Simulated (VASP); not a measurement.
Mg2Te3O: single point with PBE

Mg2Te3O:

```xyz
6
Lattice="6.8621 0.0000 0.0000 -3.4311 5.9428 0.0000 0.0000 0.0000 4.2920" Properties=species:S:1:pos:R:3 pbc="T T T"
Mg    3.4311    1.9809    4.4280
Mg    0.0000    3.9618    4.4280
Te    1.7155    2.9714    2.2826
Te    3.4311    0.0000    2.2826
Te   -1.7155    2.9714    2.2826
O     0.0000    0.0000    2.2950
```

The cell was built from a structure type or drawn by symmetry, and may not be a known phase.

* Program: VASP 6.6.1
* Task: single point
* Functional: PBE
* Potentials or basis: VASP PAW PBE potentials, release 64 (Mg, Te, O)
* Cutoff: 520 eV
* k mesh: 3 × 3 × 4
* Occupations: gaussian, width 0.1 eV
* Spin: no spin polarisation

The pressure is -0.2 GPa, the largest force is 0.006 eV/Å and the band gap on the k mesh is zero (bands 14 and 15 overlap by 0.65 eV).

Forces on the atoms (eV/Å):
```
Mg   0.000  0.000  0.002
Mg   0.000  0.000  0.002
Te   0.000  0.000  0.000
Te   0.000  0.000  0.000
Te   0.000  0.000  0.000
O    0.000  0.000 -0.006
```

Stress tensor (GPa, compression positive):
```
-0.25  0.00  0.00
 0.00 -0.25  0.00
 0.00  0.00 -0.02
```

Levels at points of the mesh, in eV from the Fermi level:
```
           k point  band 12  band 13  band 14  band 15  band 16  band 17
(0.00, 0.00, 0.00)    -0.30    -0.01     0.50     0.97     1.29     1.29
(0.00, 0.00, 0.50)    -0.30    -0.19    -0.19     1.23     1.59     1.59
```

It took 2 min on 1 thread of Intel Xeon 8259CL, with other jobs on the host, peak memory 0.3 GiB.

Caveat: the k points lie up to 0.37 Å⁻¹ apart, too coarse for converged energies and pressures of a metal; semilocal functionals underestimate gaps, so a narrow gap can read as zero; spin-orbit coupling is left out, which moves the levels of the heavy elements.
